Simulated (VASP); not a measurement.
Set up this calculation in VASP 6.6.1, as the native input.

| Item | Value |
| --- | --- |
| Task | single point |
| Functional | PBEsol |
| Potentials or basis | VASP PAW PBE potentials, release 64 (Ta_pv, N) |
| Cutoff | 520 eV |
| k mesh | 18 × 18 × 10 |
| Occupations | gaussian, width 0.1 eV |
| Spin | no spin polarisation |
| Dipole correction | no |
| Further INCAR settings | ALGO = Normal; EDIFF = 1e-06; NBANDS = 20 |

The structure of Ta2N lies in POSCAR:

```
Ta2N
1.0
    3.0428239097      0.0000000000      0.0000000000
   -1.5214119548      2.6351628051      0.0000000000
    0.0000000000      0.0000000000      4.7892706962
Ta N
2 1
Direct
    0.6666666667      0.3333333333      0.7443665300
    0.3333333333      0.6666666667      0.2556334700
    0.0000000000      0.0000000000      0.0000000000
```

One way to write it, as run:

INCAR

```
SYSTEM = Ta2N
PREC     = Accurate       ! precision mode
ENCUT    = 520            ! plane-wave cutoff, eV
EDIFF    = 1E-6           ! SCF threshold, eV
ISMEAR   = 0              ! smearing method
SIGMA    = 0.1            ! smearing width, eV
LREAL    = .False.        ! projectors in reciprocal space
LASPH    = .True.         ! aspherical terms in the spheres
NELM     = 80             ! most SCF steps
ALGO     = Normal         ! electronic algorithm
ISIF     = 2              ! what is computed and relaxed
LWAVE    = .False.        ! write WAVECAR
LCHARG   = .False.        ! write CHGCAR
GGA      = PS             ! functional
NBANDS   = 20             ! bands
```

KPOINTS

```
regular mesh
0
Gamma
  18 18 10
  0 0 0
```

Potentials or basis: VASP PAW PBE potentials, release 64 (Ta_pv, N).

The run is started by

```console
$ cat potpaw_PBE.64/Ta_pv/POTCAR potpaw_PBE.64/N/POTCAR > POTCAR
$ mpirun -np 1 vasp_std > vasp.out
```

Results of the run:

```yaml
Pressure: 10.0 GPa
Largest_force: 0.061 eV/Å
Band_gap_on_the_k_mesh: zero (an odd number of electrons rules out a gap without spin polarisation)
```

Caveat: the cell stands under pressure; the PAW data sets were made with another functional, which shifts forces and pressure a little; spin-orbit coupling is left out, which moves the levels of the heavy elements.

Wall time 66 s on 1 thread of Intel(R) Xeon(R) 6975P-C (Granite Rapids) (shared host), peak memory 0.34 GiB.
